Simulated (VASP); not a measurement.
Wanted: the native input for a VASP 6.6.1 run.

```yaml
Task: single point
Functional: PBEsol
Potentials_or_basis: VASP PAW PBE potentials, release 64 (Zn, Se)
Cutoff: 520 eV
k_mesh: 8 × 8 × 8
Occupations: gaussian, width 0.01 eV
Spin: no spin polarisation
Dipole_correction: no
Further_INCAR_settings: ALGO = Normal; EDIFF = 1e-06; NBANDS = 16
```

The structure of ZnSe lies in POSCAR:

```
ZnSe
1.0
    2.7602606719      2.7602606719      0.0000000000
   -2.7602606719      2.7602606719      0.0000000000
    0.0000000000      2.7602606719      2.8829660949
Zn Se
1 1
Direct
    0.0000000000      0.0000000000      0.0000000000
    0.7500000000      0.2500000000      0.5000000000
```

This cell differs from its parent crystal: in-plane strain -0.02, then relaxed in part.

The input as run:

INCAR

```
PREC     = Accurate       # precision mode
ENCUT    = 520            # plane-wave cutoff, eV
EDIFF    = 1E-6           # SCF threshold, eV
ISMEAR   = 0              # smearing method
SIGMA    = 0.01           # smearing width, eV
LREAL    = F              # projectors in reciprocal space
LASPH    = T              # aspherical terms in the spheres
NELM     = 60             # most SCF steps
ALGO     = Normal         # electronic algorithm
ISIF     = 2              # what is computed and relaxed
LWAVE    = F              # write WAVECAR
LCHARG   = F              # write CHGCAR
GGA      = PS             # functional
NBANDS   = 16             # bands
```

KPOINTS

```
regular mesh
0
Gamma
  8 8 8
```

Potentials or basis: VASP PAW PBE potentials, release 64 (Zn, Se).

Command:

```sh
$ cat potpaw_PBE.64/Zn/POTCAR potpaw_PBE.64/Se/POTCAR > POTCAR
$ mpirun -np 1 vasp_std > vasp.out
```

Results of the run:

| Quantity | Value |
| --- | --- |
| Pressure | 1.4 GPa |
| Band gap on the k mesh | 1.25 eV |

Caveat: the cell differs from its parent crystal (in-plane strain -0.02, then relaxed in part); the PAW data sets were made with another functional, which shifts forces and pressure a little.

Run time: 34 s on 1 thread of Intel(R) Xeon(R) Platinum 8488C (Sapphire Rapids), with other jobs on the host, peak memory 0.18 GiB.
